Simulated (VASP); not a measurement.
# Ni2Pt (P-3m1) in VASP: a series of runs

Ni2Pt is run at these levels: PBE; tasks: single point, relaxation of cell and atoms.

All numbers are computed with VASP 6.6.1; they aren't measurements. Logs are shortened: lines on timing, memory, paths and dates and some standing lists are left out, and cuts for length are marked.

**1. The cell of the first run**

Symmetry: P-3m1, No. 164, trigonal system. Conventional cell: a = 2.574 Å, b = 2.574 Å, c = 6.306 Å, α = 90.00°, β = 90.00°, γ = 120.00°. Ni (site symmetry 3m) has 3 Pt at 2.57 Å and 9 Ni at 2.57 Å within 3.4 Å. Pt (site symmetry -3m) has 6 Ni at 2.57 Å and 6 Pt at 2.57 Å within 3.4 Å.

**2. Single point, PBE, collinear spin, ferromagnetic start**

The input, INCAR:

```
ALGO = Normal
EDIFF = 1E-6
ENCUT = 520
GGA = PE
ISIF = 2
ISMEAR = 0
ISPIN = 2
LASPH = T
LCHARG = F
LMAXMIX = 4
LORBIT = 11
LREAL = F
LWAVE = F
MAGMOM = 2 2 0
NBANDS = 26
NELM = 150
PREC = Accurate
SIGMA = 0.1
```

The input, KPOINTS:

```
k-points
0
Gamma
  6 6 4
```

The input, POSCAR:

```
Ni2Pt
1.0
    2.5744785100      0.0000000000      0.0000000000
   -1.2872392500      2.2295637900      0.0000000000
    0.0000000000      0.0000000000      6.3061587000
Ni Pt
2 1
Direct
    0.3333333300      0.6666666700      0.6666666700
    0.6666666700      0.3333333300      0.3333333300
    0.0000000000      0.0000000000      0.0000000000
```

Potentials or basis: VASP PAW PBE potentials, release 64 (Ni, Pt).

Started as:

```sh
$ cat potpaw_PBE.64/Ni/POTCAR potpaw_PBE.64/Pt/POTCAR > POTCAR
$ mpirun -np 1 vasp_std > vasp.out
```

OUTCAR:

```text
EDIFF = 1E-6
   ENCUT = 520
   GGA = PE
   ISIF = 2
   ISMEAR = 0
   ISPIN = 2
   LASPH = T
   LORBIT = 11
   LREAL = F
   NELM = 150
   PREC = Accurate

 ion  position               nearest neighbor table
   1  0.333  0.667  0.667-   3 2.57   3 2.57   3 2.57   2 2.57   2 2.57   2 2.57
   2  0.667  0.333  0.333-   3 2.57   3 2.57   3 2.57   1 2.57   1 2.57   1 2.57
   3  0.000  0.000  0.000-   1 2.57   2 2.57   1 2.57   2 2.57   2 2.57   1 2.57

  LATTYP: Found a hexagonal cell.
 ALAT       =     2.5744785100
 C/A-ratio  =     2.4494897415

  Lattice vectors:

 A1 = (   2.5744785100,   0.0000000000,   0.0000000000)
 A2 = (  -1.2872392500,   2.2295637900,   0.0000000000)
 A3 = (   0.0000000000,   0.0000000000,   6.3061587000)

Analysis of symmetry for initial positions (statically):
=====================================================================
 Subroutine PRICEL returns:
 Original cell was already a primitive cell.

 Routine SETGRP: Setting up the symmetry group for a
 hexagonal supercell.

 Subroutine GETGRP returns: Found 12 space group operations
 (whereof 12 operations were pure point group operations)
 out of a pool of 24 trial point group operations.

The static configuration has the point symmetry D_3d.

Analysis of symmetry for dynamics (positions and initial velocities):
=====================================================================
 Subroutine PRICEL returns:
 Original cell was already a primitive cell.

 Routine SETGRP: Setting up the symmetry group for a
 hexagonal supercell.

 Subroutine GETGRP returns: Found 12 space group operations
 (whereof 12 operations were pure point group operations)
 out of a pool of 24 trial point group operations.

The dynamic configuration has the point symmetry D_3d.

Analysis of structural, dynamic, and magnetic symmetry:
=====================================================================
 Subroutine PRICEL returns:
 Original cell was already a primitive cell.

 Routine SETGRP: Setting up the symmetry group for a
 hexagonal supercell.

 Subroutine GETGRP returns: Found 12 space group operations
 (whereof 12 operations were pure point group operations)
 out of a pool of 24 trial point group operations.

The overall configuration has the point symmetry D_3d.

 Subroutine INISYM returns: Found 12 space group operations
 (whereof 12 operations are pure point group operations),
 and found     1 'primitive' translations

----------------------------------------------------------------------------------------

                                     Primitive cell

  volume of cell :      36.1971

  direct lattice vectors                    reciprocal lattice vectors
     2.574478510  0.000000000  0.000000000     0.388428179  0.224259113  0.000000000
    -1.287239250  2.229563790  0.000000000     0.000000000  0.448518228  0.000000000
     0.000000000  0.000000000  6.306158700     0.000000000  0.000000000  0.158575140

  length of vectors
     2.574478510  2.574478506  6.306158700     0.448518227  0.448518228  0.158575140

  position of ions in fractional coordinates (direct lattice)
     0.333333330  0.666666670  0.666666670
     0.666666670  0.333333330  0.333333330
     0.000000000  0.000000000  0.000000000

  ion indices of the primitive-cell ions
   primitive index   ion index
                 1           1
                 2           2
                 3           3

----------------------------------------------------------------------------------------

 KPOINTS: k-points

Automatic generation of k-mesh.
 Grid dimensions read from file:
 generate k-points for:    6    6    4

 Generating k-lattice:

  Cartesian coordinates                     Fractional coordinates (reciprocal lattice)
     0.064738030  0.037376519  0.000000000     0.166666667  0.000000000  0.000000000
     0.000000000  0.074753038  0.000000000     0.000000000  0.166666667  0.000000000
     0.000000000  0.000000000  0.039643785     0.000000000  0.000000000  0.250000000

  Length of vectors
     0.074753038  0.074753038  0.039643785

  Shift w.r.t. Gamma in fractional coordinates (k-lattice)
     0.000000000  0.000000000  0.000000000

 Subroutine IBZKPT returns following result:
 ===========================================

 Found     24 irreducible k-points:

 Following reciprocal coordinates:
            Coordinates               Weight
  0.000000  0.000000  0.000000      1.000000
  0.166667 -0.000000  0.000000      6.000000
  0.333333  0.000000  0.000000      6.000000
  0.500000 -0.000000  0.000000      3.000000
  0.166667  0.166667  0.000000      6.000000
  0.333333  0.166667  0.000000     12.000000
[... 16 lines left out ...]
  0.333333  0.166667  0.500000     12.000000
  0.333333  0.333333  0.500000      2.000000
   k-points           NKPTS =     24   k-points in BZ     NKDIM =     24   number of bands    NBANDS=     26
   number of dos      NEDOS =    301   number of ions     NIONS =      3
   total plane-waves  NPLWV =  19200
   dimension x,y,z NGX =    20 NGY =   20 NGZ =   48
   dimension x,y,z NGXF=    40 NGYF=   40 NGZF=   96
   ions per type =               2   1
   NGX,Y,Z   is equivalent  to a cutoff of  12.91, 12.91, 12.65 a.u.
   NGXF,Y,Z  is equivalent  to a cutoff of  25.83, 25.83, 25.31 a.u.
 SYSTEM =  unknown system
   PREC   = accura    normal or accurate (medium, high low for compatibility)
   ISTART =      0    job   : 0-new  1-cont  2-samecut
   ICHARG =      2    charge: 1-file 2-atom 10-const
   ISPIN  =      2    spin polarized calculation?
   LNONCOLLINEAR =      F non collinear calculations
   LSORBIT =      F    spin-orbit coupling
   LASPH  =      T    aspherical Exc in radial PAW
   ENCUT  =  520.0 eV  38.22 Ry    6.18 a.u.   4.79  4.79 11.73*2*pi/ulx,y,z
   NELM   =    150;   NELMIN=  2; NELMDL= -5     # of ELM steps
   EDIFF  = 0.1E-05   stopping-criterion for ELM
   LREAL  =      F    real-space projection
   EDIFFG = 0.1E-04   stopping-criterion for IOM
   NSW    =      0    number of steps for IOM
   IBRION =     -1    ionic relax: 0-MD 1-quasi-New 2-CG
   NFREE  =      0    steps in history (QN), initial steepest desc. (CG)
   ISIF   =      2    stress and relaxation
   ISYM   =      2    0-nonsym 1-usesym 2-fastsym
   POTIM  = 0.5000    time-step for ionic-motion
   TEBEG  =    0.0;   TEEND  =   0.0 temperature during run
   PSTRESS=    0.0 pullay stress
   NELECT =      30.0000    total number of electrons
   NUPDOWN=      -1.0000    fix difference up-down
   EMIN   =  10.00;   EMAX   =-10.00  energy-range for DOS
   EFERMI =   0.00;   METHOD = LEGACY
   ISMEAR =     0;   SIGMA  =   0.10  broadening in eV -4-tet -1-fermi 0-gaus
   EFERMI_NEDOS =   21; number of points for ismear=-14 and -15
   IALGO  =     38    algorithm
   IMIX   =      4    mixing-type and parameters
     AMIX     =   0.40;   BMIX     =  1.00
     AMIX_MAG =   1.60;   BMIX_MAG =  1.00
  volume/ion in A,a.u.               =      12.07        81.42
  Fermi-wavevector in a.u.,A,eV,Ry     =   1.537767  2.905958 32.174072  2.364728
  Thomas-Fermi vector in A             =   2.644230
   LORBIT       =     11    0 simple, 1 ext, 2 COOP (PROOUT), +10 PAW based schemes
   GGA     = PE    functional components
   LHFCALC =     F    Hartree Fock is set to
   AEXX    =    0.0000 exact exchange contribution
   IVDW    =     0    specifies the selected vdW correction
   LEPSILON=     F    determine dielectric tensor
   LRPA    =     F    only Hartree local field effects (RPA)
 spin polarized calculation
 Gauss-broadening in eV      SIGMA  =   0.10
  energy-cutoff  :      520.00
  volume of cell :       36.20
 maximum number of plane-waves:       995
 NGX is ok and might be reduce to    20
   NGX =  9   NGY =  9   NGZ = 23

 number of electron      29.9999995 magnetization       1.6684958

 Free energy of the ion-electron system (eV)
  ---------------------------------------------------
  ext. energy  EPLUGINS =         0.00000000
  ---------------------------------------------------
  free energy    TOTEN  =       -16.87977018 eV

  energy without entropy =      -16.86185209  energy(sigma->0) =      -16.87081113

 E-fermi :  10.4864     XC(G=0): -13.4267

 val. band max:       10.4832271507   @ k =   0.5000  -0.0000   0.2500
 cond. band min:      10.5174427589   @ k =   0.3333   0.0000   0.2500
 fundamental gap:      0.0342156082
 Fermi energy:        10.4864476325

 spin component 1

 k-point     1 :       0.0000    0.0000    0.0000
  band No.  band energies     occupation
      1       0.2023      1.00000
      2       2.9909      1.00000
      3       5.1224      1.00000
      4       6.2551      1.00000
      5       6.2551      1.00000
      6       7.0859      1.00000
[... 18 lines left out ...]
     25      33.0239      0.00000
     26      34.1618      0.00000
[... 643 lines left out ...]
      3       5.6041      1.00000
      4       5.6041      1.00000
      5       5.9248      1.00000
      6       7.3574      1.00000
[... 18 lines left out ...]
     25      24.3377      0.00000
     26      25.3041      0.00000
 Fermi energy:        10.4864476325

 spin component 2

 k-point     1 :       0.0000    0.0000    0.0000
  band No.  band energies     occupation
      1       0.2106      1.00000
      2       3.0447      1.00000
      3       5.2133      1.00000
      4       6.3911      1.00000
      5       6.3911      1.00000
      6       7.1799      1.00000
[... 18 lines left out ...]
     25      33.1121      0.00000
     26      34.1930      0.00000
[... 644 lines left out ...]
      4       5.7255      1.00000
      5       6.2524      1.00000
      6       7.8241      1.00000
[... 18 lines left out ...]
     25      24.4227      0.00000
     26      25.3979      0.00000

------------------------ aborting loop because EDIFF is reached ----------------------------------------

  FORCE on cell =-STRESS in cart. coord.  units (eV):
  Direction    XX          YY          ZZ          XY          YZ          ZX
  --------------------------------------------------------------------------------------
  -------------------------------------------------------------------------------------
  Total        5.1701653      5.1701653      1.8735168      0.0000000      0.0000000      0.0000000
  in kB      228.8447450    228.8447448     82.9266480      0.0000005      0.0000000      0.0000000
  external PRESSURE =     180.2053793 kB  Pullay stress =       0.0000000 kB

 VOLUME and BASIS-vectors are now :
 -----------------------------------------------------------------------------
  energy-cutoff  :      520.00
  volume of cell :       36.20
      direct lattice vectors                 reciprocal lattice vectors
     2.574478510  0.000000000  0.000000000     0.388428179  0.224259113  0.000000000
    -1.287239250  2.229563790  0.000000000     0.000000000  0.448518228  0.000000000
     0.000000000  0.000000000  6.306158700     0.000000000  0.000000000  0.158575140

 POSITION                                       TOTAL-FORCE (eV/Angst)
 -----------------------------------------------------------------------------------
     -0.00000      1.48638      4.20411         0.000000      0.000000     -1.257721
      1.28724      0.74319      2.10205        -0.000000     -0.000000      1.257721
      0.00000      0.00000      0.00000        -0.000000      0.000000      0.000000
 -----------------------------------------------------------------------------------
    total drift:                               -0.000000      0.000000     -0.000000

  FREE ENERGIE OF THE ION-ELECTRON SYSTEM (eV)
  ---------------------------------------------------
  free  energy   TOTEN  =       -16.8797701767 eV

  energy  without entropy=      -16.8618520921  energy(sigma->0) =      -16.87081113

 total charge

# of ion       s       p       d       tot
------------------------------------------
    1        0.458   0.466   8.307   9.231
    2        0.458   0.466   8.307   9.231
    3        0.775   0.827   8.147   9.750
--------------------------------------------------
tot          1.692   1.758  24.761  28.212

 magnetization (x)

# of ion       s       p       d       tot
------------------------------------------
    1       -0.008  -0.020   0.770   0.742
    2       -0.008  -0.020   0.770   0.742
    3       -0.001  -0.020   0.237   0.216
--------------------------------------------------
tot         -0.016  -0.061   1.777   1.700
```

It took 24 s on 1 thread of Intel Xeon 6975P-C (Granite Rapids), shared host; peak memory 0.18 GiB.

Results:

```yaml
Free_energy: -16.8798 eV
Pressure: 18.0 GPa
Largest_force: 1.258 eV/Å
Net_moment: 1.67 μB per cell
Site_moments: Ni +0.74; Pt +0.22 μB
Valence_electrons_inside_the_program's_atomic_spheres: Ni 9.23; Pt 9.75
```

Forces in eV/Å, atoms in the order of the input:
```
Ni   0.000  0.000 -1.258
Ni   0.000  0.000  1.258
Pt   0.000  0.000  0.000
```

Stress tensor (GPa, compression positive):
```
22.88  0.00  0.00
 0.00 22.88  0.00
 0.00  0.00  8.29
```

Levels at points of the mesh, in eV from the Fermi level:
Spin up:
| k point | band 14 | band 15 | band 16 | band 17 | band 18 | band 19 |
| --- | --- | --- | --- | --- | --- | --- |
| (0.00, 0.00, 0.00) | -1.33 | -1.13 | -1.13 | -0.65 | -0.65 | 9.49 |
| (0.50, 0.00, 0.00) | -0.37 | 0.95 | 1.42 | 2.22 | 2.79 | 5.99 |
| (0.00, 0.00, 0.50) | -1.38 | -1.38 | -0.39 | -0.37 | -0.37 | 5.92 |
| (0.50, 0.00, 0.50) | -0.54 | -0.35 | 0.95 | 2.16 | 3.31 | 6.23 |
Spin down:
```tsv
k point	band 13	band 14	band 15	band 16	band 17	band 18
(0.00, 0.00, 0.00)	-0.74	-0.74	-0.26	-0.26	-0.13	-0.13
(0.50, 0.00, 0.00)	0.40	0.46	1.12	1.81	2.22	2.94
(0.00, 0.00, 0.50)	-0.96	-0.68	-0.68	-0.42	0.31	0.31
(0.50, 0.00, 0.50)	0.16	0.20	0.23	1.10	2.51	3.53
```

Caveat: the k points lie up to 0.47 Å⁻¹ apart; spin-orbit coupling is left out, which moves the levels of the heavy elements; forces of over 1 eV/Å act on the atoms, so gaps and moduli don't describe the material at rest.

**3. Single point, PBE, collinear spin, ferromagnetic start**

This run uses another cell than the first one, of 12.82 Å³/atom, 1.063 times its volume.

The input, INCAR:

```
SYSTEM = Ni2Pt
ALGO = Normal
EDIFF = 1E-6
ENCUT = 520
GGA = PE
ISIF = 2
ISMEAR = 0
ISPIN = 2
LASPH = .TRUE.
LCHARG = .FALSE.
LMAXMIX = 4
LORBIT = 11
LREAL = .FALSE.
LWAVE = .FALSE.
MAGMOM = 2 2 0
NBANDS = 26
NELM = 150
PREC = Accurate
SIGMA = 0.1
```

The input, KPOINTS:

```
k-points
0
G
  6 6 4
  0 0 0
```

The input, POSCAR:

```
Ni2Pt
1.0
    2.6682471521     -0.0000000030      0.0000000000
   -1.3341235735      2.3107698188      0.0000000000
    0.0000000000      0.0000000000      6.2399301418
Ni Pt
2 1
Direct
    0.3333333333      0.6666666667      0.6528735610
    0.6666666667      0.3333333333      0.3471264390
    0.0000000000      0.0000000000      0.0000000000
```

Potentials or basis: VASP PAW PBE potentials, release 64 (Ni, Pt).

Started as:

```sh
$ cat potpaw_PBE.64/Ni/POTCAR potpaw_PBE.64/Pt/POTCAR > POTCAR
$ mpirun -np 1 vasp_std > vasp.out
```

It took 24 s on 1 thread of Intel Xeon 6975P-C (Granite Rapids), shared host; peak memory 0.19 GiB.

Results (log left out):

* Free energy: -17.1425 eV
* Pressure: -0.4 GPa
* Largest force: 0.054 eV/Å
* Net moment: 1.67 μB per cell
* Site moments: Ni +0.76; Pt +0.18 μB
* Valence electrons inside the program's atomic spheres: Ni 9.16; Pt 9.45

Forces in eV/Å, atoms in the order of the input:
```
Ni   0.000  0.000  0.054
Ni   0.000  0.000 -0.054
Pt   0.000  0.000  0.000
```

Stress tensor (GPa, compression positive):
```
-0.48  0.00  0.00
 0.00 -0.48  0.00
 0.00  0.00 -0.18
```

Levels at points of the mesh, in eV from the Fermi level:
Spin up:
```csv
k point,band 14,band 15,band 16,band 17,band 18,band 19
"(0.00, 0.00, 0.00)",-1.23,-1.06,-1.06,-0.73,-0.73,10.43
"(0.50, 0.00, 0.00)",-0.37,0.70,1.30,2.27,2.45,5.80
"(0.00, 0.00, 0.50)",-1.33,-1.33,-0.37,-0.37,0.28,6.25
"(0.50, 0.00, 0.50)",-0.51,-0.32,0.70,1.89,2.95,5.65
```
Spin down:
```csv
k point,band 11,band 12,band 13,band 14,band 15,band 16,band 17,band 18,band 19,band 20
"(0.00, 0.00, 0.00)",-1.44,-1.11,-0.61,-0.61,-0.33,-0.33,-0.10,-0.10,10.62,11.74
"(0.50, 0.00, 0.00)",0.02,0.03,0.40,0.44,0.86,1.73,2.24,2.60,6.16,7.31
"(0.00, 0.00, 0.50)",-1.33,-0.98,-0.98,-0.67,-0.67,0.28,0.37,0.37,6.54,15.87
"(0.50, 0.00, 0.50)",-0.36,-0.31,0.03,0.20,0.22,0.83,2.24,3.20,5.92,9.32
```

Caveat: the k points lie up to 0.45 Å⁻¹ apart; spin-orbit coupling is left out, which moves the levels of the heavy elements.

(Continued in part 2 of 2.)
